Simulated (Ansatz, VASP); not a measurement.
Two plane-wave programs on TiSi2

INCAR

```
PREC     = Accurate       # precision mode
ENCUT    = 520            # plane-wave cutoff, eV
EDIFF    = 1E-7           # SCF threshold, eV
ISMEAR   = -1             # smearing method
SIGMA    = 0.05           # smearing width, eV
LREAL    = F              # projectors in reciprocal space
LASPH    = T              # aspherical terms in the spheres
NELM     = 60             # most SCF steps
ALGO     = Normal         # electronic algorithm
ISIF     = 2              # what is computed and relaxed
LWAVE    = F              # write WAVECAR
LCHARG   = T              # write CHGCAR
GGA      = PS             # functional
LELF     = T              # ELF
LVHAR    = T            
NBANDS   = 17             # bands
```

Contents of KPOINTS:

```
regular mesh
0
Gamma
  12 12 12
```

POSCAR

```
TiSi2
1.0
   -1.4826264035      1.7234689397      4.2399784024
    1.4826264035     -1.7234689397      4.2399784024
    1.4826264035      1.7234689397     -4.2399784024
Ti Si
1 2
Direct
    0.0000000000      0.0000000000      0.0000000000
    0.6700780000      0.6700780000      0.0000000000
    0.3299220000      0.3299220000      0.0000000000
```

Contents of input.yaml:

```yaml
crystal:
  lattice:
    - [-1.4826264035, 1.7234689397, 4.2399784024]
    - [1.4826264035, -1.7234689397, 4.2399784024]
    - [1.4826264035, 1.7234689397, -4.2399784024]
  atoms:
    - { symbol: Ti, position: [0.0, 0.0, 0.0] }
    - { symbol: Si, position: [0.670078, 0.670078, 0.0] }
    - { symbol: Si, position: [0.329922, 0.329922, 0.0] }
hamiltonian:
  xc: pbesol
  pseudopotentials: { kind: paw }
kpoints:
  mp_grid: { grid: [12, 12, 12] }
scf:
  occupations: { method: fermi_dirac, width: 0.05 }
output:
  forces: true
  stress: true
  eigenvalues: true
```

Alike in both runs: task single point; functional PBEsol; k mesh 12 × 12 × 12; occupations fermi-dirac, width 0.05 eV; no spin polarisation.

|  | VASP | Ansatz |
| --- | --- | --- |
| version | VASP 6.6.1 | Ansatz 0.2.0 |
| potentials or method | VASP PAW PBE potentials, release 64 (Ti_sv, Si) | Ansatz PAW |
| plane-wave cutoff (eV) | 520 | 420 |
| valence electrons in the cell | 20 | 20 |

Ansatz gave:

```
gap on the k mesh at the Fermi level (eV)                     : none
pressure (GPa)                                                : -6.2
traceless stress, the component that is largest in VASP (GPa) : 0.84
rms of the force components (eV/Å)                            : 0.038
```

Task: Which values does VASP return?

Result: gap on the k mesh at the Fermi level (eV): none; pressure (GPa): -6.0; traceless stress, the component that is largest in VASP (GPa): 0.82; rms of the force components (eV/Å): 0.038.

VASP's potentials were made for PBE, not for PBEsol. Atom by atom the forces differ by 0.000 eV/Å (rms over components). A gap of «none» marks a metal or a gap that the smearing closes.
